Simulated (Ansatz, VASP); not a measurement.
## One calculation of KI, two programs

```
CELL_PARAMETERS angstrom
6.08614 0.00000 0.00000
-3.04307 5.27075 0.00000
0.00000 0.00000 7.11879
ATOMIC_POSITIONS crystal
K 0.33333 0.66667 0.93799
K 0.66667 0.33333 0.43799
I 0.33333 0.66667 0.43801
I 0.66667 0.33333 0.93801
```

Alike in both runs: task electric field gradients; functional PBE; k mesh 8 × 8 × 5; occupations fermi-dirac, width 0.05 eV; no spin polarisation.

|  | VASP | Ansatz |
| --- | --- | --- |
| version | VASP 6.6.1 | Ansatz 0.2.0 |
| potentials or method | VASP PAW PBE potentials, release 64 (K_sv, I), cutoff 520 eV | all-electron PAW with datasets made for the crystal, scalar-relativistic |

```tsv
	VASP	Ansatz	Ansatz less VASP
gap on the k mesh at the Fermi level (eV)	3.75	3.75	+0.003
pressure (GPa)	0.0	0.0	-0.01
size of Vzz on the site where it differs most (V/Å²)	7.9	8.3	+0.42
```

Ansatz ran all-electron here, and VASP with PAW potentials. Ansatz's warnings: structure snapped to symmetry.

Neither program's run includes spin-orbit coupling.
